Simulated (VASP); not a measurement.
Write the native input for VASP 6.6.1 that does the following.

| Property | Result |
| --- | --- |
| Task | single point |
| Functional | PBE |
| Potentials or basis | VASP PAW PBE potentials, release 64 (Cd, F) |
| Cutoff | 520 eV |
| k mesh | 4 × 4 × 4 |
| Occupations | gaussian, width 0.1 eV |
| Spin | no spin polarisation |
| Dipole correction | no |
| Further INCAR settings | ALGO = Normal; EDIFF = 1e-06; NBANDS = 20 |

The structure of CdF2 lies in POSCAR:

```
CdF2
1.0
    4.0836437200      0.0000000000      0.0000000000
    0.0000000000      4.0836437200      0.0000000000
    0.0000000000      0.0000000000      5.7751443400
Cd F
1 2
Direct
    0.0000000000      0.0000000000      0.0000000000
    0.5000000000      0.0000000000      0.2500000000
    0.0000000000      0.5000000000      0.7500000000
```

This cell differs from its parent crystal: atoms taken out.

These files were run (other wordings do the same):

INCAR

```
PREC = Accurate
ENCUT = 520
EDIFF = 1E-6
ISMEAR = 0
SIGMA = 0.1
LREAL = F
LASPH = T
NELM = 100
ALGO = Normal
ISIF = 2
LWAVE = F
LCHARG = T
GGA = PE
LELF = T
LVHAR = T
NBANDS = 20
```

KPOINTS

```
regular mesh
0
Gamma
  4 4 4
```

Potentials or basis: VASP PAW PBE potentials, release 64 (Cd, F).

Command:

```bash
$ cat potpaw_PBE.64/Cd/POTCAR potpaw_PBE.64/F/POTCAR > POTCAR
$ mpirun -np 1 vasp_std > vasp.out
```

Results of the run:

```
Pressure               : -8.5 GPa
Largest force          : 1.920 eV/Å
Band gap on the k mesh : 2.11 eV (least direct gap 2.12 eV)
```

Caveat: the cell differs from its parent crystal (atoms taken out); the cell stands under tension; forces of over 1 eV/Å act on the atoms, so gaps and moduli don't describe the material at rest.

Wall time 16 s on 1 thread of Intel(R) Xeon(R) 6975P-C (Granite Rapids), on a shared host, peak memory 0.2 GiB.
